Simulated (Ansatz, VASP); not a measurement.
**BaS in VASP and in Ansatz**

The input INCAR:

```
SYSTEM = BaS
PREC = Accurate
ENCUT = 520
EDIFF = 1E-6
ISMEAR = -1
SIGMA = 0.01
LREAL = .False.
LASPH = .True.
NELM = 80
ALGO = Normal
ISIF = 2
LWAVE = .False.
LCHARG = .True.
GGA = CA
LELF = .True.
LVHAR = .True.
NBANDS = 15
```

KPOINTS

```
Automatic mesh
0
Gamma
  7 7 7
  0 0 0
```

The input POSCAR:

```
BaS
1.0
    0.0000000000      3.1937500000      3.2256875000
    3.1937500000      0.0000000000      3.2256875000
    3.1937500000      3.1937500000      0.0000000000
Ba S
1 1
Direct
    0.0000000000      0.0000000000      0.0000000000
    0.5000000000      0.5000000000      0.5000000000
```

Input for Ansatz:

```yaml
crystal:
  lattice:
    - [0.0, 3.19375, 3.2256875]
    - [3.19375, 0.0, 3.2256875]
    - [3.19375, 3.19375, 0.0]
  atoms:
    - { symbol: Ba, position: [0.0, 0.0, 0.0] }
    - { symbol: S, position: [0.5, 0.5, 0.5] }
kpoints:
  mp_grid: { grid: [7, 7, 7] }
  band_path:
    path:
      - [0.0, 0.0, 0.0]
      - [0.0, 0.5, 0.5]
      - [0.25, 0.75, 0.5]
      - [0.0, 0.5, 0.0]
      - [0.0, 0.0, 0.0]
      - [0.5, 0.5, 0.0]
      - [0.3725370062, 0.6274629938, 0.0]
      - [-0.3725370062, 0.3725370062, 0.0]
      - [0.0, 0.0, 0.0]
    npoints: 5
scf:
  occupations: { method: fermi_dirac, width: 0.01 }
hamiltonian:
  xc: lda
  pseudopotentials: { kind: all_electron, lapw: { basis_error: 0.00025 } }
output:
  forces: true
  stress: true
  eigenvalues: true
```

Change from the starting cell: zz strain of +1 %.

Alike in both runs: task single point; functional LDA; k mesh 7 × 7 × 7; occupations fermi-dirac, width 0.01 eV; no spin polarisation.

|  | VASP | Ansatz |
| --- | --- | --- |
| version | VASP 6.6.1 | Ansatz 0.2.0 |
| potentials or method | VASP PAW LDA potentials, release 64 (Ba_sv, S), cutoff 520 eV | all-electron LAPW, scalar-relativistic |

```tsv
	VASP	Ansatz	Ansatz less VASP
gap on the k mesh at the Fermi level (eV)	1.97	2.07	+0.102
pressure (GPa)	-2.2	-2.8	-0.60
traceless stress, the component that is largest in VASP (GPa)	-0.50	-0.44	+0.050
```

LDA's correlation is that of Perdew and Zunger in VASP and of Perdew and Wang (1992) in Ansatz. Ansatz ran all-electron here, and VASP with PAW potentials.

Spin-orbit coupling is off throughout.
